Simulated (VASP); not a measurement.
A run of VASP 6.6.1:

INCAR

```
PREC     = Accurate       # precision mode
ENCUT    = 600            # plane-wave cutoff, eV
EDIFF    = 1E-6           # SCF threshold, eV
ISMEAR   = -1             # smearing method
SIGMA    = 0.2585199978643553 # smearing width, eV
LREAL    = F              # projectors in reciprocal space
LASPH    = T              # aspherical terms in the spheres
NELM     = 120            # most SCF steps
ALGO     = Normal         # electronic algorithm
ISIF     = 2              # what is computed and relaxed
LWAVE    = F              # write WAVECAR
LCHARG   = T              # write CHGCAR
GGA      = PE             # functional
LELF     = T              # ELF
LVHAR    = T            
NBANDS   = 20             # bands
GGA_COMPAT= F
```

The input KPOINTS:

```
regular mesh
0
Gamma
  6 6 6
```

File POSCAR:

```
PbO2
1.0
    0.0000000000      2.7019920000      2.7019920000
    2.7019920000      0.0000000000      2.7019920000
    2.7019920000      2.7019920000      0.0000000000
Pb O
1 2
Direct
    0.0000000000      0.0000000000      0.0000000000
    0.2500000000      0.2500000000      0.2500000000
    0.7500000000      0.7500000000      0.7500000000
```

Potentials or basis: VASP PAW PBE potentials, release 64 (Pb_d, O).

Command:

```sh
$ cat potpaw_PBE.64/Pb_d/POTCAR potpaw_PBE.64/O/POTCAR > POTCAR
$ mpirun -np 1 vasp_std > vasp.out
```

Hardware: 1 thread of Intel(R) Xeon(R) Platinum 8259CL CPU @ 2.50GHz (Skylake/Cascade Lake) (shared host).

Question: Estimate the wall time of this run.

Answer: Wall time 19 s on 1 thread of Intel(R) Xeon(R) Platinum 8259CL CPU @ 2.50GHz (Skylake/Cascade Lake), with other jobs on the host, peak memory 0.18 GiB. Counts: scf iterations 13, k points 16.
